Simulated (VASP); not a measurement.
# H23NO10 in VASP: notebook

H23NO10 is run at these levels: PBEsol; tasks: single point.

All numbers are computed with VASP 6.6.1; they aren't measurements. Logs are shortened: lines on timing, memory, paths and dates and some standing lists are left out, and cuts for length are marked.

### 1 The cell of the first run

The cell holds a disordered packing, 34 atoms: a = 6.973 Å, b = 6.973 Å, c = 6.973 Å, α = 90.00°, β = 90.00°, γ = 90.00°.

### 2 Single point, PBEsol

Contents of INCAR:

```
SYSTEM = H23NO10
ALGO = Normal
EDIFF = 1E-7
ENCUT = 520
GGA = PS
ISIF = 2
ISMEAR = -1
LASPH = .TRUE.
LCHARG = .FALSE.
LREAL = Auto
LWAVE = .FALSE.
NBANDS = 67
NELM = 80
PREC = Accurate
SIGMA = 0.02
```

Contents of KPOINTS:

```
k-points
0
G
  1 1 1
  0 0 0
```

Contents of POSCAR:

```
H23NO10
1.0
    6.9726830000      0.0000000000      0.0000000000
    0.0000000000      6.9726830000      0.0000000000
    0.0000000000      0.0000000000      6.9726830000
O H N
10 23 1
Direct
    0.7259615847      0.8878218040      0.2427759874
    0.4104015628      0.8358332080      0.0704176570
    0.8522257501      0.2166167600      0.0339037355
    0.7654585760      0.0521893796      0.6108409059
    0.9834377958      0.6049464747      0.8248474798
    0.2261683200      0.9379459815      0.3905670170
    0.5627819306      0.3667598255      0.6349349311
    0.1982594075      0.2960840182      0.8738960311
    0.2906054958      0.2906915459      0.3592447843
    0.4546599924      0.8101902811      0.6986550228
    0.5905761097      0.8571019219      0.1740219654
    0.7836581700      0.9797806669      0.1493542730
    0.3175965407      0.8912207826      0.1669945414
    0.3812162406      0.8390457447     -0.0661725192
    0.7607114794      0.2963421684      0.1044504676
    0.9872526831      0.2511228461      0.0464240236
    0.7503567852      0.0128071217      0.4682128816
    0.6519871906     -0.0166363507      0.6735140548
    0.8483678377      0.5842801114      0.8667825570
    0.9880988423      0.6423208971      0.6764254162
    0.2336259945      1.0907852831      0.3986127004
    0.0883877842      0.8870473532      0.4166975610
    0.4765023736      0.3308339129      0.7443045955
    0.6584983141      0.2541202576      0.6405998953
    0.1214166771      0.4212438741      0.8590667323
    0.1113774999      0.2125580641      0.8055722596
    0.3259433994      0.3411742653      0.2321631429
    0.4024562711      0.3109993671      0.4547603842
    0.4830565221      0.6702154680      0.6888883375
    0.3710049632      0.8307562527      0.5871054227
    1.1213187234      0.5493007498      0.3612526197
    0.9173369849      0.5047554865      0.4485791194
    0.9543672070      0.7180306347      0.3390947215
    1.0036739086      0.6191734229      0.4370914324
```

Potentials or basis: VASP PAW PBE potentials, release 64 (O, H, N).

Started as:

```sh
cat potpaw_PBE.64/O/POTCAR potpaw_PBE.64/H/POTCAR potpaw_PBE.64/N/POTCAR > POTCAR
mpirun -np 1 vasp_gam > vasp.out
```

OUTCAR:

```text
SYSTEM = H23NO10
   EDIFF = 1E-7
   ENCUT = 520
   GGA = PS
   ISIF = 2
   ISMEAR = -1
   LASPH = .TRUE.
   LREAL = Auto
   NELM = 80
   PREC = Accurate

 ion  position               nearest neighbor table
   1  0.726  0.888  0.243-  12 1.00  11 1.08
   2  0.410  0.836  0.070-  14 0.97  13 1.01
   3  0.852  0.217  0.034-  16 0.98  15 0.98
   4  0.765  0.052  0.611-  18 1.02  17 1.04
   5  0.983  0.605  0.825-  19 1.00  20 1.07
   6  0.226  0.938  0.391-  22 1.04  21 1.07
   7  0.563  0.367  0.635-  23 1.00  24 1.03
   8  0.198  0.296  0.874-  26 0.97  25 1.03
   9  0.291  0.291  0.359-  27 0.98  28 1.04
  10  0.455  0.810  0.699-  30 0.98  29 1.00
  11  0.591  0.857  0.174-   1 1.08
  12  0.784  0.980  0.149-   1 1.00
  13  0.318  0.891  0.167-   2 1.01
  14  0.381  0.839  0.934-   2 0.97
  15  0.761  0.296  0.104-   3 0.98
  16  0.987  0.251  0.046-   3 0.98
[... 15 lines left out ...]
  32  0.917  0.505  0.449-  34 1.00
  33  0.954  0.718  0.339-  34 1.03
  34  0.004  0.619  0.437-  32 1.00  33 1.03  31 1.09

  LATTYP: Found a simple cubic cell.
 ALAT       =     6.9726830000

  Lattice vectors:

 A1 = (   6.9726830000,   0.0000000000,   0.0000000000)
 A2 = (   0.0000000000,   6.9726830000,   0.0000000000)
 A3 = (   0.0000000000,   0.0000000000,   6.9726830000)

Analysis of symmetry for initial positions (statically):
=====================================================================
 Subroutine PRICEL returns:
 Original cell was already a primitive cell.

 Routine SETGRP: Setting up the symmetry group for a
 simple cubic supercell.

 Subroutine GETGRP returns: Found  1 space group operations
 (whereof  1 operations were pure point group operations)
 out of a pool of 48 trial point group operations.

The static configuration has the point symmetry C_1 .

Analysis of symmetry for dynamics (positions and initial velocities):
=====================================================================
 Subroutine PRICEL returns:
 Original cell was already a primitive cell.

 Routine SETGRP: Setting up the symmetry group for a
 simple cubic supercell.

 Subroutine GETGRP returns: Found  1 space group operations
 (whereof  1 operations were pure point group operations)
 out of a pool of 48 trial point group operations.

The dynamic configuration has the point symmetry C_1 .

 Subroutine INISYM returns: Found  1 space group operations
 (whereof  1 operations are pure point group operations),
 and found     1 'primitive' translations

----------------------------------------------------------------------------------------

                                     Primitive cell

  volume of cell :     339.0001

  direct lattice vectors                    reciprocal lattice vectors
     6.972683000  0.000000000  0.000000000     0.143416817  0.000000000  0.000000000
     0.000000000  6.972683000  0.000000000     0.000000000  0.143416817  0.000000000
     0.000000000  0.000000000  6.972683000     0.000000000  0.000000000  0.143416817

  length of vectors
     6.972683000  6.972683000  6.972683000     0.143416817  0.143416817  0.143416817

  position of ions in fractional coordinates (direct lattice)
     0.725961585  0.887821804  0.242775987
     0.410401563  0.835833208  0.070417657
     0.852225750  0.216616760  0.033903735
     0.765458576  0.052189380  0.610840906
     0.983437796  0.604946475  0.824847480
     0.226168320  0.937945982  0.390567017
[... 26 lines left out ...]
     0.954367207  0.718030635  0.339094721
     0.003673909  0.619173423  0.437091432

  ion indices of the primitive-cell ions
   primitive index   ion index
                 1           1
                 2           2
                 3           3
                 4           4
                 5           5
                 6           6
[... 26 lines left out ...]
                33          33
                34          34

----------------------------------------------------------------------------------------

 KPOINTS: k-points

Automatic generation of k-mesh.
 Grid dimensions read from file:
 generate k-points for:    1    1    1

 Generating k-lattice:

  Cartesian coordinates                     Fractional coordinates (reciprocal lattice)
     0.143416817  0.000000000  0.000000000     1.000000000  0.000000000  0.000000000
     0.000000000  0.143416817  0.000000000     0.000000000  1.000000000  0.000000000
     0.000000000  0.000000000  0.143416817     0.000000000  0.000000000  1.000000000

  Length of vectors
     0.143416817  0.143416817  0.143416817

  Shift w.r.t. Gamma in fractional coordinates (k-lattice)
     0.000000000  0.000000000  0.000000000

 Subroutine IBZKPT returns following result:
 ===========================================

 Found      1 irreducible k-points:

 Following reciprocal coordinates:
            Coordinates               Weight
  0.000000  0.000000  0.000000      1.000000
   k-points           NKPTS =      1   k-points in BZ     NKDIM =      1   number of bands    NBANDS=     67
   number of dos      NEDOS =    301   number of ions     NIONS =     34
   total plane-waves  NPLWV = 157464
   dimension x,y,z NGX =    54 NGY =   54 NGZ =   54
   dimension x,y,z NGXF=   108 NGYF=  108 NGZF=  108
   ions per type =              10  23   1
   NGX,Y,Z   is equivalent  to a cutoff of  12.87, 12.87, 12.87 a.u.
   NGXF,Y,Z  is equivalent  to a cutoff of  25.75, 25.75, 25.75 a.u.
 SYSTEM =  H23NO10
   PREC   = accura    normal or accurate (medium, high low for compatibility)
   ISTART =      0    job   : 0-new  1-cont  2-samecut
   ICHARG =      2    charge: 1-file 2-atom 10-const
   ISPIN  =      1    spin polarized calculation?
   LNONCOLLINEAR =      F non collinear calculations
   LSORBIT =      F    spin-orbit coupling
   LASPH  =      T    aspherical Exc in radial PAW
   ENCUT  =  520.0 eV  38.22 Ry    6.18 a.u.  12.96 12.96 12.96*2*pi/ulx,y,z
   NELM   =     80;   NELMIN=  2; NELMDL= -5     # of ELM steps
   EDIFF  = 0.1E-06   stopping-criterion for ELM
   LREAL  =      T    real-space projection
   EDIFFG = 0.1E-05   stopping-criterion for IOM
   NSW    =      0    number of steps for IOM
   IBRION =     -1    ionic relax: 0-MD 1-quasi-New 2-CG
   NFREE  =      0    steps in history (QN), initial steepest desc. (CG)
   ISIF   =      2    stress and relaxation
   ISYM   =      2    0-nonsym 1-usesym 2-fastsym
   POTIM  = 0.5000    time-step for ionic-motion
   TEBEG  =    0.0;   TEEND  =   0.0 temperature during run
   PSTRESS=    0.0 pullay stress
   NELECT =      88.0000    total number of electrons
   NUPDOWN=      -1.0000    fix difference up-down
   EMIN   =  10.00;   EMAX   =-10.00  energy-range for DOS
   EFERMI =   0.00;   METHOD = LEGACY
   ISMEAR =    -1;   SIGMA  =   0.02  broadening in eV -4-tet -1-fermi 0-gaus
   EFERMI_NEDOS =   21; number of points for ismear=-14 and -15
   IALGO  =     38    algorithm
   IMIX   =      4    mixing-type and parameters
     AMIX     =   0.40;   BMIX     =  1.00
     AMIX_MAG =   1.60;   BMIX_MAG =  1.00
  volume/ion in A,a.u.               =       9.97        67.28
  Fermi-wavevector in a.u.,A,eV,Ry     =   1.044325  1.973489 14.838723  1.090615
  Thomas-Fermi vector in A             =   2.179073
   LORBIT       =      0    0 simple, 1 ext, 2 COOP (PROOUT), +10 PAW based schemes
   GGA     = PS    functional components
   LHFCALC =     F    Hartree Fock is set to
   AEXX    =    0.0000 exact exchange contribution
   IVDW    =     0    specifies the selected vdW correction
   LEPSILON=     F    determine dielectric tensor
   LRPA    =     F    only Hartree local field effects (RPA)
 non-spin polarized calculation
  energy-cutoff  :      520.00
  volume of cell :      339.00
 maximum number of plane-waves:      4547
 NGX is ok and might be reduce to    50
   NGX = 25   NGY = 25   NGZ = 25

 number of electron      87.9999986 magnetization

 Free energy of the ion-electron system (eV)
  ---------------------------------------------------
  ext. energy  EPLUGINS =         0.00000000
  ---------------------------------------------------
  free energy    TOTEN  =      -166.89976024 eV

  energy without entropy =     -166.89976024  energy(sigma->0) =     -166.89976024

 E-fermi :  -2.7366     XC(G=0):  -6.8463

 val. band max:       -3.2796280341   @ k =   0.0000   0.0000   0.0000
 cond. band min:       0.8036289642   @ k =   0.0000   0.0000   0.0000
 fundamental gap:      4.0832569983
 Fermi energy:        -2.7366457180

 k-point     1 :       0.0000    0.0000    0.0000
  band No.  band energies     occupation
      1     -22.5633      2.00000
      2     -22.2972      2.00000
      3     -22.2587      2.00000
      4     -21.8406      2.00000
      5     -21.7504      2.00000
      6     -21.4396      2.00000
[... 48 lines left out ...]
     55       6.1387      0.00000
     56       6.3191      0.00000
 [bands above 56 left out]

------------------------ aborting loop because EDIFF is reached ----------------------------------------

  FORCE on cell =-STRESS in cart. coord.  units (eV):
  Direction    XX          YY          ZZ          XY          YZ          ZX
  --------------------------------------------------------------------------------------
  -------------------------------------------------------------------------------------
  Total       -6.2306712     -2.7575285     -5.9642381      0.7356316      0.1018095      2.2447780
  in kB      -29.4473116    -13.0325929    -28.1880990      3.4767318      0.4811706     10.6092384
  external PRESSURE =     -23.5560011 kB  Pullay stress =       0.0000000 kB

 VOLUME and BASIS-vectors are now :
 -----------------------------------------------------------------------------
  energy-cutoff  :      520.00
  volume of cell :      339.00
      direct lattice vectors                 reciprocal lattice vectors
     6.972683000  0.000000000  0.000000000     0.143416817  0.000000000  0.000000000
     0.000000000  6.972683000  0.000000000     0.000000000  0.143416817  0.000000000
     0.000000000  0.000000000  6.972683000     0.000000000  0.000000000  0.143416817

 POSITION                                       TOTAL-FORCE (eV/Angst)
 -----------------------------------------------------------------------------------
      5.06190      6.19050      1.69280        -0.423385      0.261207     -0.554744
      2.86160      5.82800      0.49100        -0.001017     -0.132474      1.652664
      5.94230      1.51040      0.23640        -1.171187     -0.718141     -0.036614
      5.33730      0.36390      4.25920        -1.072871     -0.342997     -0.645828
      6.85720      4.21810      5.75140        -0.513613      0.181576     -0.821377
      1.57700      6.54000      2.72330        -1.778270      0.265367      0.588841
[... 26 lines left out ...]
      6.65450      5.00660      2.36440        -1.139216     -0.472674     -0.115928
      0.02562      4.31730      3.04770         2.651374     -0.610700     -1.188659
 -----------------------------------------------------------------------------------
    total drift:                               -0.002253      0.015392     -0.005974

  FREE ENERGIE OF THE ION-ELECTRON SYSTEM (eV)
  ---------------------------------------------------
  free  energy   TOTEN  =      -166.8997602399 eV

  energy  without entropy=     -166.8997602399  energy(sigma->0) =     -166.89976024
```

Run time: 49 s. Hardware: 1 thread of AMD EPYC 7R13 (Zen 3), shared host; peak memory 0.33 GiB.

Results:

* Free energy: -166.8998 eV
* Pressure: -2.4 GPa
* Largest force: 2.969 eV/Å
* Band gap on the k mesh: 4.08 eV

Forces in eV/Å, atoms in the order of the input:
```
O   -0.423  0.261 -0.555
O   -0.001 -0.132  1.653
O   -1.171 -0.718 -0.037
O   -1.073 -0.343 -0.646
O   -0.514  0.182 -0.821
O   -1.778  0.265  0.589
O   -0.702 -0.435  0.769
O    0.007  0.814  0.380
O    0.729  0.708  0.433
O    0.262 -1.108  0.122
H    1.134  0.260  0.337
H   -0.101 -0.131  0.317
H   -0.010 -0.323 -0.532
H   -0.206  0.232 -0.635
H    0.816  0.048  0.004
H    0.237  0.548  0.234
H   -0.074 -0.043  1.003
H    1.057 -0.012 -0.646
H    1.000  0.215 -0.634
H   -0.123 -0.510  1.362
H   -0.209 -1.464 -0.578
H    2.373  1.137 -0.044
H   -0.024  0.374 -0.559
H    0.152  0.089 -0.490
H    0.216  0.165 -0.044
H   -0.121 -0.763 -0.423
H    0.031 -0.453  0.351
H   -0.351  0.341 -0.456
H    0.195  0.625  0.107
H   -0.529  0.581 -0.572
H   -1.026  1.057  1.400
H   -1.285 -0.384 -0.084
H   -1.139 -0.473 -0.116
N    2.651 -0.611 -1.189
```

Stress tensor (GPa, compression positive):
```
-2.94  0.35  1.06
 0.35 -1.30  0.05
 1.06  0.05 -2.82
```

Caveat: the k points lie up to 0.90 Å⁻¹ apart; the PAW data sets were made with another functional, which shifts forces and pressure a little.

### 3 Single point, PBEsol

Contents of INCAR:

```
PREC = Accurate
ENCUT = 520
EDIFF = 1E-6
ISMEAR = -1
SIGMA = 0.02
LREAL = Auto
LASPH = True
NELM = 80
ALGO = Normal
ISIF = 2
LWAVE = False
LCHARG = False
GGA = PS
NBANDS = 67
```

Contents of KPOINTS:

```
regular mesh
0
Gamma
  1 1 1
```

Contents of POSCAR:

```
H23NO10
1.0
    6.9726830000      0.0000000000      0.0000000000
    0.0000000000      6.9726830000      0.0000000000
    0.0000000000      0.0000000000      6.9726830000
O H N
10 23 1
Direct
    0.7043916954      0.8816835643      0.2563719016
    0.3982828418      0.8156974869      0.0703029236
    0.8171029717      0.1909881749      0.0561333421
    0.7430998943      0.0366143133      0.5862592635
    1.0113036832      0.6179543800      0.8151381613
    0.2407968353      0.9522016131      0.4001329187
    0.5700531632      0.3735577826      0.6479284947
    0.1980873073      0.3161480308      0.9040996127
    0.2965716353      0.3361690184      0.3829229007
    0.4379949583      0.7658601431      0.6991426399
    0.5906478181      0.8395333618      0.1835305004
    0.7705211896      0.9765681302      0.1717990048
    0.2844672560      0.8491279469      0.1527389098
    0.3524611688      0.7784521396     -0.0552584995
    0.6958010281      0.2209049228     -0.0021082272
    0.9114712371      0.2602728390     -0.0130365886
    0.6872677275     -0.0142126065      0.4666209549
    0.6937931927     -0.0459650898      0.6836966488
    0.8853980598      0.5917521276      0.8576182224
    1.0174132396      0.6231460687      0.6691111585
    0.2631555170      1.0935245443      0.3765695357
    0.1028585410      0.9508391533      0.4237823518
    0.4801738441      0.3605211939      0.7541429891
    0.6271043729      0.2388607083      0.6218840007
    0.1611287936      0.4455817079      0.8639572457
    0.2117836133      0.2210770230      0.8085983545
    0.2949653670      0.3944249294      0.2590107710
    0.4144315753      0.3480582725      0.4417524789
    0.4726014362      0.6430236395      0.6485451870
    0.3466671294      0.8223807106      0.6042293906
    1.1672551298      0.6333143210      0.3793374803
    0.9864638906      0.4828700803      0.4048226486
    0.9310332909      0.7008636417      0.3895200743
    1.0384524867      0.6120599488      0.4518490228
```

Potentials or basis: VASP PAW PBE potentials, release 64 (O, H, N).

Started as:

```sh
cat potpaw_PBE.64/O/POTCAR potpaw_PBE.64/H/POTCAR potpaw_PBE.64/N/POTCAR > POTCAR
mpirun -np 1 vasp_gam > vasp.out
```

Run time: 43 s. Hardware: 1 thread of AMD EPYC 7R13 (Zen 3), shared host; peak memory 0.32 GiB.

It converged, with:

```yaml
Free_energy: -166.8395 eV
Pressure: 2.5 GPa
Largest_force: 3.878 eV/Å
Band_gap_on_the_k_mesh: 4.36 eV
```

Forces in eV/Å, atoms in the order of the input:
```
O    1.102  0.183  0.291
O   -1.199  0.191  1.451
O   -0.855 -0.826  1.135
O    0.387  1.647  0.196
O    1.585  0.567  0.668
O   -0.386  0.471 -0.062
O    0.337 -0.401 -0.323
O    0.899 -0.375  2.399
O   -3.360 -1.388 -1.085
O   -0.653  1.108  0.050
H   -0.581 -0.118 -0.441
H   -0.208 -0.118  0.233
H    1.022 -0.032 -0.323
H    0.103 -0.205 -1.094
H   -0.547  0.156 -0.277
H    1.643  0.668 -0.918
H    0.105 -0.549 -1.002
H   -0.511 -0.897  0.869
H   -1.424 -0.238  0.282
H   -0.070 -0.084 -0.470
H    0.266 -0.016  0.106
H   -0.190 -0.133  0.195
H   -0.349 -0.173  0.280
H    0.224  0.354  0.261
H   -0.941  0.749 -0.959
H   -0.164 -0.600 -1.323
H    0.261  0.201 -1.058
H    3.382  0.667  1.777
H    0.458 -1.104 -0.422
H    0.387  0.018  0.080
H   -0.733  0.013  0.407
H    0.383 -0.385  0.279
H    0.855 -0.091  0.365
N   -1.229  0.739 -1.567
```

Stress tensor (GPa, compression positive):
```
1.82 0.75 0.75
0.75 1.75 0.08
0.75 0.08 3.83
```

Levels at points of the mesh, in eV from the valence-band top:
```csv
k point,band 40,band 41,band 42,band 43,band 44,band 45,band 46,band 47,band 48,band 49
"(0.00, 0.00, 0.00)",-0.60,-0.55,-0.25,-0.12,0.00,4.36,7.08,7.36,7.50,7.79
```

Caveat: the k points lie up to 0.90 Å⁻¹ apart; the PAW data sets were made with another functional, which shifts forces and pressure a little.

(Part 1 of 3 ends here.)
